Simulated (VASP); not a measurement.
Wanted: the native input for a VASP 6.6.1 run.

* Task: single point
* Functional: LDA
* Potentials or basis: VASP PAW LDA potentials, release 64 (Ga_d)
* Cutoff: 520 eV
* k mesh: 10 × 8 × 7
* Occupations: fermi-dirac, width 0.05 eV
* Spin: no spin polarisation
* Dipole correction: no
* Further INCAR settings: ALGO = Fast; EDIFF = 1e-06; NBANDS = 20

The structure of Ga lies in POSCAR:

```
Ga
1.0
    2.7968227674      0.0000000000      0.0000000000
    0.0000000000      3.3033419319      0.0000000000
   -1.3523282526      0.0000000000      4.0166995966
Ga
2
Direct
    0.1345962700      0.7500000000      0.7701668300
    0.8654037300      0.2500000000      0.2298331700
```

These files were run (other wordings do the same):

INCAR

```
SYSTEM = Ga
PREC     = Accurate       ! precision mode
ENCUT    = 520            ! plane-wave cutoff, eV
EDIFF    = 1E-6           ! SCF threshold, eV
ISMEAR   = -1             ! smearing method
SIGMA    = 0.05           ! smearing width, eV
LREAL    = .False.        ! projectors in reciprocal space
LASPH    = .True.         ! aspherical terms in the spheres
NELM     = 80             ! most SCF steps
ALGO     = Fast           ! electronic algorithm
ISIF     = 2              ! what is computed and relaxed
LWAVE    = .False.        ! write WAVECAR
LCHARG   = .False.        ! write CHGCAR
GGA      = CA             ! functional
NBANDS   = 20             ! bands
```

KPOINTS

```
regular mesh
0
Gamma
  10 8 7
  0 0 0
```

Potentials or basis: VASP PAW LDA potentials, release 64 (Ga_d).

The run is started by

```console
$ cat potpaw_LDA.64/Ga_d/POTCAR > POTCAR
$ mpirun -np 1 vasp_std > vasp.out
```

It gave:

| Item | Value |
| --- | --- |
| Pressure | -3.7 GPa |
| Largest force | 0.057 eV/Å |
| Band gap on the k mesh | zero (bands 13 and 14 overlap by 8.12 eV) |

Caveat: the cell stands under tension.

Wall time 40 s on 1 thread of Intel(R) Xeon(R) 6975P-C (Granite Rapids), with other jobs on the host, peak memory 0.21 GiB.
